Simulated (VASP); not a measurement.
# MgBe2SO2 (P-4m2) in VASP: a series of runs

Runs on MgBe2SO2. Level: PBE. Tasks: single point.

Everything below comes from runs of VASP 6.6.1. Logs are shortened: lines on timing, memory, paths and dates and some standing lists are left out, and cuts for length are marked.

### Step 1. The cell of the first run

The structure is tetragonal, space group P-4m2 (No. 115). The conventional cell has a = 3.351 Å, b = 3.351 Å, c = 8.813 Å, α = 90.00°, β = 90.00°, γ = 90.00°. Mg (site symmetry -4m2) has 4 O at 1.82 Å and 4 Be at 2.37 Å within 2.4 Å. Be (site symmetry -4m2) has 4 O at 1.82 Å and 4 Mg at 2.37 Å within 2.4 Å. Within 3.1 Å of Be (site symmetry -4m2) lie 4 S at 2.37 Å. S (site symmetry -4m2) has 4 Be at 2.37 Å within 3.1 Å. O (site symmetry 2mm) has 2 Mg at 1.82 Å and 2 Be at 1.82 Å within 2.4 Å.

The cell was generated, and may not be a known phase.

### Step 2. Single point, PBE

Input file INCAR:

```
SYSTEM = MgBe2SO2
ALGO     = Normal         ! electronic algorithm
EDIFF    = 1E-6           ! SCF threshold, eV
ENCUT    = 840            ! plane-wave cutoff, eV
GGA      = PE             ! functional
GGA_COMPAT= .False.      
ISIF     = 2              ! what is computed and relaxed
ISMEAR   = 0              ! smearing method
LASPH    = .True.         ! aspherical terms in the spheres
LCHARG   = .True.         ! write CHGCAR
LELF     = .True.         ! ELF
LREAL    = .False.        ! projectors in reciprocal space
LVHAR    = .True.       
LWAVE    = .False.        ! write WAVECAR
NBANDS   = 25             ! bands
NELM     = 120            ! most SCF steps
PREC     = Accurate       ! precision mode
SIGMA    = 0.1            ! smearing width, eV
```

Input file KPOINTS:

```
k-points
0
Gamma
  4 4 4
  0 0 0
```

Input file POSCAR:

```
MgBe2SO2
1.0
    3.3511526126      0.0000000000      0.0000000000
    0.0000000000      3.3511526126      0.0000000000
    0.0000000000      0.0000000000      8.8131154393
Mg Be S O
1 2 1 2
Direct
    0.0000000000      0.0000000000      0.0000000000
    0.5000000000      0.5000000000      0.0000000000
    0.0000000000      0.0000000000      0.5000000000
    0.5000000000      0.5000000000      0.5000000000
    0.5000000000      0.0000000000      0.9205798200
    0.0000000000      0.5000000000      0.0794201800
```

Potentials or basis: VASP PAW PBE potentials, release 64 (Mg_sv, Be, S, O).

Started as:

```bash
cat potpaw_PBE.64/Mg_sv/POTCAR potpaw_PBE.64/Be/POTCAR potpaw_PBE.64/S/POTCAR potpaw_PBE.64/O/POTCAR > POTCAR
mpirun -np 1 vasp_std > vasp.out
```

OUTCAR:

```text
SYSTEM = MgBe2SO2
   EDIFF = 1E-6
   ENCUT = 840
   GGA = PE
   ISIF = 2
   ISMEAR = 0
   LASPH = .True.
   LREAL = .False.
   NELM = 120
   PREC = Accurate

 ion  position               nearest neighbor table
   1  0.000  0.000  0.000-   5 1.82   6 1.82   6 1.82   5 1.82
   2  0.500  0.500  0.000-   5 1.82   6 1.82   5 1.82   6 1.82
   3  0.000  0.000  0.500-   4 2.37   4 2.37   4 2.37   4 2.37
   4  0.500  0.500  0.500-   3 2.37   3 2.37   3 2.37   3 2.37
   5  0.500  0.000  0.921-   1 1.82   2 1.82   2 1.82   1 1.82
   6  0.000  0.500  0.079-   1 1.82   2 1.82   1 1.82   2 1.82

  LATTYP: Found a simple tetragonal cell.
 ALAT       =     3.3511526126
 C/A-ratio  =     2.6298758839

  Lattice vectors:

 A1 = (   3.3511526126,   0.0000000000,   0.0000000000)
 A2 = (   0.0000000000,   3.3511526126,   0.0000000000)
 A3 = (   0.0000000000,   0.0000000000,   8.8131154393)

Analysis of symmetry for initial positions (statically):
=====================================================================
 Subroutine PRICEL returns:
 Original cell was already a primitive cell.

 Routine SETGRP: Setting up the symmetry group for a
 simple tetragonal supercell.

 Subroutine GETGRP returns: Found  8 space group operations
 (whereof  8 operations were pure point group operations)
 out of a pool of 16 trial point group operations.

The static configuration has the point symmetry D_2d.

Analysis of symmetry for dynamics (positions and initial velocities):
=====================================================================
 Subroutine PRICEL returns:
 Original cell was already a primitive cell.

 Routine SETGRP: Setting up the symmetry group for a
 simple tetragonal supercell.

 Subroutine GETGRP returns: Found  8 space group operations
 (whereof  8 operations were pure point group operations)
 out of a pool of 16 trial point group operations.

The dynamic configuration has the point symmetry D_2d.

 Subroutine INISYM returns: Found  8 space group operations
 (whereof  8 operations are pure point group operations),
 and found     1 'primitive' translations

----------------------------------------------------------------------------------------

                                     Primitive cell

  volume of cell :      98.9733

  direct lattice vectors                    reciprocal lattice vectors
     3.351152613  0.000000000  0.000000000     0.298404793  0.000000000  0.000000000
     0.000000000  3.351152613  0.000000000     0.000000000  0.298404793  0.000000000
     0.000000000  0.000000000  8.813115439     0.000000000  0.000000000  0.113467253

  length of vectors
     3.351152613  3.351152613  8.813115439     0.298404793  0.298404793  0.113467253

  position of ions in fractional coordinates (direct lattice)
     0.000000000  0.000000000  0.000000000
     0.500000000  0.500000000  0.000000000
     0.000000000  0.000000000  0.500000000
     0.500000000  0.500000000  0.500000000
     0.500000000  0.000000000  0.920579820
     0.000000000  0.500000000  0.079420180

  ion indices of the primitive-cell ions
   primitive index   ion index
                 1           1
                 2           2
                 3           3
                 4           4
                 5           5
                 6           6

----------------------------------------------------------------------------------------

 KPOINTS: k-points

Automatic generation of k-mesh.
 Grid dimensions read from file:
 generate k-points for:    4    4    4

 Generating k-lattice:

  Cartesian coordinates                     Fractional coordinates (reciprocal lattice)
     0.074601198  0.000000000  0.000000000     0.250000000  0.000000000  0.000000000
     0.000000000  0.074601198  0.000000000     0.000000000  0.250000000  0.000000000
     0.000000000  0.000000000  0.028366813     0.000000000  0.000000000  0.250000000

  Length of vectors
     0.074601198  0.074601198  0.028366813

  Shift w.r.t. Gamma in fractional coordinates (k-lattice)
     0.000000000  0.000000000  0.000000000

 Subroutine IBZKPT returns following result:
 ===========================================

 Found     18 irreducible k-points:

 Following reciprocal coordinates:
            Coordinates               Weight
  0.000000  0.000000  0.000000      1.000000
  0.250000  0.000000  0.000000      4.000000
  0.500000  0.000000  0.000000      2.000000
  0.250000  0.250000  0.000000      4.000000
  0.500000  0.250000  0.000000      4.000000
  0.500000  0.500000  0.000000      1.000000
[... 10 lines left out ...]
  0.500000  0.250000  0.500000      4.000000
  0.500000  0.500000  0.500000      1.000000
   k-points           NKPTS =     18   k-points in BZ     NKDIM =     18   number of bands    NBANDS=     25
   number of dos      NEDOS =    301   number of ions     NIONS =      6
   total plane-waves  NPLWV =  86016
   dimension x,y,z NGX =    32 NGY =   32 NGZ =   84
   dimension x,y,z NGXF=    64 NGYF=   64 NGZF=  168
   ions per type =               1   2   1   2
   NGX,Y,Z   is equivalent  to a cutoff of  15.87, 15.87, 15.85 a.u.
   NGXF,Y,Z  is equivalent  to a cutoff of  31.75, 31.75, 31.69 a.u.
 SYSTEM =  MgBe2SO2
   PREC   = accura    normal or accurate (medium, high low for compatibility)
   ISTART =      0    job   : 0-new  1-cont  2-samecut
   ICHARG =      2    charge: 1-file 2-atom 10-const
   ISPIN  =      1    spin polarized calculation?
   LNONCOLLINEAR =      F non collinear calculations
   LSORBIT =      F    spin-orbit coupling
   LASPH  =      T    aspherical Exc in radial PAW
   ENCUT  =  840.0 eV  61.74 Ry    7.86 a.u.   7.92  7.92 20.83*2*pi/ulx,y,z
   NELM   =    120;   NELMIN=  2; NELMDL= -5     # of ELM steps
   EDIFF  = 0.1E-05   stopping-criterion for ELM
   LREAL  =      F    real-space projection
   EDIFFG = 0.1E-04   stopping-criterion for IOM
   NSW    =      0    number of steps for IOM
   IBRION =     -1    ionic relax: 0-MD 1-quasi-New 2-CG
   NFREE  =      0    steps in history (QN), initial steepest desc. (CG)
   ISIF   =      2    stress and relaxation
   ISYM   =      2    0-nonsym 1-usesym 2-fastsym
   POTIM  = 0.5000    time-step for ionic-motion
   TEBEG  =    0.0;   TEEND  =   0.0 temperature during run
   PSTRESS=    0.0 pullay stress
   NELECT =      32.0000    total number of electrons
   NUPDOWN=      -1.0000    fix difference up-down
   EMIN   =  10.00;   EMAX   =-10.00  energy-range for DOS
   EFERMI =   0.00;   METHOD = LEGACY
   ISMEAR =     0;   SIGMA  =   0.10  broadening in eV -4-tet -1-fermi 0-gaus
   EFERMI_NEDOS =   21; number of points for ismear=-14 and -15
   IALGO  =     38    algorithm
   IMIX   =      4    mixing-type and parameters
     AMIX     =   0.40;   BMIX     =  1.00
     AMIX_MAG =   1.60;   BMIX_MAG =  1.00
  volume/ion in A,a.u.               =      16.50       111.32
  Fermi-wavevector in a.u.,A,eV,Ry     =   1.123618  2.123331 17.177606  1.262518
  Thomas-Fermi vector in A             =   2.260286
   LORBIT       =      0    0 simple, 1 ext, 2 COOP (PROOUT), +10 PAW based schemes
   GGA     = PE    functional components
   LHFCALC =     F    Hartree Fock is set to
   AEXX    =    0.0000 exact exchange contribution
   IVDW    =     0    specifies the selected vdW correction
   LEPSILON=     F    determine dielectric tensor
   LRPA    =     F    only Hartree local field effects (RPA)
 non-spin polarized calculation
 Gauss-broadening in eV      SIGMA  =   0.10
  energy-cutoff  :      840.00
  volume of cell :       98.97
 maximum number of plane-waves:      5508
 NGX is ok and might be reduce to    32
   NGX = 15   NGY = 15   NGZ = 41

 number of electron      31.9999987 magnetization

 Free energy of the ion-electron system (eV)
  ---------------------------------------------------
  ext. energy  EPLUGINS =         0.00000000
  ---------------------------------------------------
  free energy    TOTEN  =       -30.91964335 eV

  energy without entropy =      -30.91728921  energy(sigma->0) =      -30.91846628

 E-fermi :   1.3904     XC(G=0):  -8.0209

 val. band max:        1.2590883383   @ k =   0.5000   0.0000   0.0000
 cond. band min:       1.4967854181   @ k =   0.5000   0.5000   0.0000
 fundamental gap:      0.2376970797
 Fermi energy:         1.3903662613

 k-point     1 :       0.0000    0.0000    0.0000
  band No.  band energies     occupation
      1     -71.8561      2.00000
      2     -38.6392      2.00000
      3     -38.6392      2.00000
      4     -38.6368      2.00000
      5     -17.8478      2.00000
      6     -16.3821      2.00000
[... 17 lines left out ...]
     24      11.2312      0.00000
     25      11.3008      0.00000

 k-point     2 :       0.2500    0.0000    0.0000
  band No.  band energies     occupation
      1     -71.8556      2.00000
      2     -38.6569      2.00000
      3     -38.6381      2.00000
      4     -38.6352      2.00000
      5     -17.5816      2.00000
      6     -16.5239      2.00000
[... 17 lines left out ...]
     24      10.3123      0.00000
     25      11.2351      0.00000

 k-point     3 :       0.5000    0.0000    0.0000
  band No.  band energies     occupation
      1     -71.8552      2.00000
      2     -38.6739      2.00000
      3     -38.6370      2.00000
      4     -38.6342      2.00000
      5     -17.0905      2.00000
      6     -16.8910      2.00000
[... 384 lines left out ...]
 k-point    17 :       0.5000    0.2500    0.5000
  band No.  band energies     occupation
      1     -71.8547      2.00000
      2     -38.6730      2.00000
      3     -38.6549      2.00000
      4     -38.6326      2.00000
      5     -16.9499      2.00000
      6     -16.8484      2.00000
[... 17 lines left out ...]
     24      10.5718      0.00000
     25      11.1030      0.00000

 k-point    18 :       0.5000    0.5000    0.5000
  band No.  band energies     occupation
      1     -71.8542      2.00000
      2     -38.6720      2.00000
      3     -38.6720      2.00000
      4     -38.6317      2.00000
      5     -16.8048      2.00000
      6     -16.8048      2.00000
[... 17 lines left out ...]
     24      10.8355      0.00000
     25      11.5074      0.00000

------------------------ aborting loop because EDIFF is reached ----------------------------------------

  FORCE on cell =-STRESS in cart. coord.  units (eV):
  Direction    XX          YY          ZZ          XY          YZ          ZX
  --------------------------------------------------------------------------------------
  -------------------------------------------------------------------------------------
  Total        0.1682019      0.1682019      0.1873540      0.0000000      0.0000000     -0.0000000
  in kB        2.7228486      2.7228486      3.0328838      0.0000000      0.0000000     -0.0000000
  external PRESSURE =       2.8261936 kB  Pullay stress =       0.0000000 kB

 VOLUME and BASIS-vectors are now :
 -----------------------------------------------------------------------------
  energy-cutoff  :      840.00
  volume of cell :       98.97
      direct lattice vectors                 reciprocal lattice vectors
     3.351152613  0.000000000  0.000000000     0.298404793  0.000000000  0.000000000
     0.000000000  3.351152613  0.000000000     0.000000000  0.298404793  0.000000000
     0.000000000  0.000000000  8.813115439     0.000000000  0.000000000  0.113467253

 POSITION                                       TOTAL-FORCE (eV/Angst)
 -----------------------------------------------------------------------------------
      0.00000      0.00000      0.00000         0.000000      0.000000      0.000000
      1.67558      1.67558      0.00000         0.000000     -0.000000      0.000000
      0.00000      0.00000      4.40656         0.000000      0.000000      0.000000
      1.67558      1.67558      4.40656         0.000000      0.000000      0.000000
      1.67558      0.00000      8.11318        -0.000000      0.000000     -0.032731
      0.00000      1.67558      0.69994         0.000000      0.000000      0.032731
 -----------------------------------------------------------------------------------
    total drift:                               -0.000000      0.000000      0.000000

  FREE ENERGIE OF THE ION-ELECTRON SYSTEM (eV)
  ---------------------------------------------------
  free  energy   TOTEN  =       -30.9196433465 eV

  energy  without entropy=      -30.9172892089  energy(sigma->0) =      -30.91846628
```

Wall time 1.7 min (1 thread of Intel Xeon Platinum 8375C at 2.90GHz (Ice Lake), shared host); peak memory 0.31 GiB.

What came out:

| Item | Value |
| --- | --- |
| Free energy | -30.9196 eV |
| Pressure | 0.3 GPa |
| Largest force | 0.033 eV/Å |
| Band gap on the k mesh | 0.24 eV (least direct gap 0.56 eV) |

Forces in eV/Å, atoms in the order of the input:
```
Mg   0.000  0.000  0.000
Be   0.000  0.000  0.000
Be   0.000  0.000  0.000
S    0.000  0.000  0.000
O    0.000  0.000 -0.033
O    0.000  0.000  0.033
```

Levels at points of the mesh, in eV from the valence-band top:
```tsv
k point	band 13	band 14	band 15	band 16	band 17	band 18	band 19	band 20
(0.00, 0.00, 0.00)	-2.71	-2.36	-1.40	-1.40	1.96	3.21	4.88	5.92
(0.50, 0.00, 0.00)	-2.57	-2.38	-1.09	0.00	2.48	4.35	4.62	5.49
(0.50, 0.50, 0.00)	-3.25	-3.25	-3.03	-0.32	0.24	4.48	6.10	6.10
(0.00, 0.00, 0.50)	-2.71	-2.47	-1.40	-1.40	2.27	3.17	4.71	6.01
(0.50, 0.00, 0.50)	-2.58	-2.41	-1.07	0.00	2.46	4.35	4.63	5.30
(0.50, 0.50, 0.50)	-3.25	-3.25	-3.03	-0.33	0.24	4.48	5.87	5.87
```

Caveat: the k points lie up to 0.47 Å⁻¹ apart; semilocal functionals underestimate gaps, and a narrow one can read as zero. A k mesh can miss the band edges.

### Step 3. Single point, PBE

Input file INCAR:

```
SYSTEM = MgBe2SO2
ALGO = Normal
EDIFF = 1E-6
ENCUT = 840
GGA = PE
GGA_COMPAT = .False.
ISIF = 2
ISMEAR = 0
LASPH = .True.
LCHARG = .False.
LREAL = .False.
LWAVE = .False.
NBANDS = 25
NELM = 120
PREC = Accurate
SIGMA = 0.1
```

Input file KPOINTS:

```
k-points
0
Gamma
  6 6 2
  0 0 0
```

POSCAR is that of step 2.

Potentials or basis: VASP PAW PBE potentials, release 64 (Mg_sv, Be, S, O).

Started as:

```bash
cat potpaw_PBE.64/Mg_sv/POTCAR potpaw_PBE.64/Be/POTCAR potpaw_PBE.64/S/POTCAR potpaw_PBE.64/O/POTCAR > POTCAR
mpirun -np 1 vasp_std > vasp.out
```

OUTCAR:

```text
SYSTEM = MgBe2SO2
   EDIFF = 1E-6
   ENCUT = 840
   GGA = PE
   ISIF = 2
   ISMEAR = 0
   LASPH = .True.
   LREAL = .False.
   NELM = 120
   PREC = Accurate

 ion  position               nearest neighbor table
   1  0.000  0.000  0.000-   5 1.82   6 1.82   6 1.82   5 1.82
   2  0.500  0.500  0.000-   5 1.82   6 1.82   5 1.82   6 1.82
   3  0.000  0.000  0.500-   4 2.37   4 2.37   4 2.37   4 2.37
   4  0.500  0.500  0.500-   3 2.37   3 2.37   3 2.37   3 2.37
   5  0.500  0.000  0.921-   1 1.82   2 1.82   2 1.82   1 1.82
   6  0.000  0.500  0.079-   1 1.82   2 1.82   1 1.82   2 1.82

[... 760 lines left out ...]
  -------------------------------------------------------------------------------------
  Total        0.0719051      0.0719051      0.1943069      0.0000000     -0.0000000      0.0000000
  in kB        1.1639980      1.1639980      3.1454369      0.0000000     -0.0000000      0.0000000
  external PRESSURE =       1.8244777 kB  Pullay stress =       0.0000000 kB

 VOLUME and BASIS-vectors are now :
 -----------------------------------------------------------------------------
  energy-cutoff  :      840.00
  volume of cell :       98.97
      direct lattice vectors                 reciprocal lattice vectors
     3.351152613  0.000000000  0.000000000     0.298404793  0.000000000  0.000000000
     0.000000000  3.351152613  0.000000000     0.000000000  0.298404793  0.000000000
     0.000000000  0.000000000  8.813115439     0.000000000  0.000000000  0.113467253

 POSITION                                       TOTAL-FORCE (eV/Angst)
 -----------------------------------------------------------------------------------
      0.00000      0.00000      0.00000        -0.000000      0.000000      0.000000
      1.67558      1.67558      0.00000         0.000000     -0.000000      0.000000
      0.00000      0.00000      4.40656         0.000000      0.000000      0.000000
      1.67558      1.67558      4.40656         0.000000      0.000000      0.000000
      1.67558      0.00000      8.11318         0.000000      0.000000     -0.032778
      0.00000      1.67558      0.69994        -0.000000      0.000000      0.032778
 -----------------------------------------------------------------------------------
    total drift:                                0.000000      0.000000      0.000000

  FREE ENERGIE OF THE ION-ELECTRON SYSTEM (eV)
  ---------------------------------------------------
  free  energy   TOTEN  =       -30.9905902177 eV

  energy  without entropy=      -30.9898664480  energy(sigma->0) =      -30.99022833
```

OSZICAR:

```text
N       E                     dE             d eps       ncg     rms          rms(c)
DAV:   1     0.254686967569E+03    0.25469E+03   -0.20980E+04  1120   0.173E+03
DAV:   2    -0.137065327946E+02   -0.26839E+03   -0.25026E+03  1251   0.365E+02
DAV:   3    -0.345361775109E+02   -0.20830E+02   -0.20561E+02  1404   0.101E+02
DAV:   4    -0.353133455276E+02   -0.77717E+00   -0.77616E+00  1399   0.181E+01
DAV:   5    -0.353282906402E+02   -0.14945E-01   -0.14943E-01  1424   0.216E+00    0.124E+01
DAV:   6    -0.311559088466E+02    0.41724E+01   -0.12302E+01  1226   0.189E+01    0.501E+00
DAV:   7    -0.310636641444E+02    0.92245E-01   -0.69243E-01  1444   0.445E+00    0.336E+00
DAV:   8    -0.309984098168E+02    0.65254E-01   -0.19284E-01  1336   0.332E+00    0.505E-01
DAV:   9    -0.309921640762E+02    0.62457E-02   -0.33389E-02  1348   0.112E+00    0.232E-01
DAV:  10    -0.309917125834E+02    0.45149E-03   -0.48008E-03  1306   0.455E-01    0.933E-02
DAV:  11    -0.309907701201E+02    0.94246E-03   -0.20991E-03  1341   0.277E-01    0.463E-02
DAV:  12    -0.309905897584E+02    0.18036E-03   -0.55400E-04  1376   0.134E-01    0.357E-02
DAV:  13    -0.309905849053E+02    0.48531E-05   -0.20738E-04  1384   0.879E-02    0.149E-02
DAV:  14    -0.309905865912E+02   -0.16859E-05   -0.35132E-05  1352   0.370E-02    0.744E-03
DAV:  15    -0.309905895749E+02   -0.29836E-05   -0.35589E-06  1131   0.122E-02    0.304E-03
DAV:  16    -0.309905902177E+02   -0.64280E-06   -0.72573E-07   970   0.592E-03
   1 F= -.30990590E+02 E0= -.30990228E+02  d E =-.723770E-03
```

Run time: 90 s. Hardware: 1 thread of Intel Xeon Platinum 8259CL at 2.50GHz (Skylake/Cascade Lake), shared host; peak memory 0.33 GiB.

Results:

| Item | Value |
| --- | --- |
| Free energy | -30.9906 eV |
| Pressure | 0.2 GPa |
| Largest force | 0.033 eV/Å |
| Band gap on the k mesh | 0.27 eV (least direct gap 0.58 eV) |

Forces on the atoms (eV/Å):
```
Mg   0.000  0.000  0.000
Be   0.000  0.000  0.000
Be   0.000  0.000  0.000
S    0.000  0.000  0.000
O    0.000  0.000 -0.033
O    0.000  0.000  0.033
```

Stress tensor (GPa, compression positive):
```
0.12 0.00 0.00
0.00 0.12 0.00
0.00 0.00 0.31
```

Levels at points of the mesh, in eV from the valence-band top:
| k point | band 14 | band 15 | band 16 | band 17 | band 18 | band 19 |
| --- | --- | --- | --- | --- | --- | --- |
| (0.00, 0.00, 0.00) | -2.35 | -1.39 | -1.39 | 1.99 | 3.24 | 4.91 |
| (0.50, 0.00, 0.00) | -2.35 | -1.08 | 0.00 | 2.51 | 4.38 | 4.64 |
| (0.50, 0.50, 0.00) | -3.22 | -3.00 | -0.31 | 0.27 | 4.51 | 6.14 |
| (0.00, 0.00, 0.50) | -2.45 | -1.39 | -1.39 | 2.29 | 3.20 | 4.74 |
| (0.50, 0.00, 0.50) | -2.37 | -1.06 | 0.00 | 2.49 | 4.38 | 4.65 |
| (0.50, 0.50, 0.50) | -3.21 | -3.00 | -0.32 | 0.27 | 4.51 | 5.90 |

Caveat: semilocal functionals underestimate gaps, and a narrow one can read as zero.
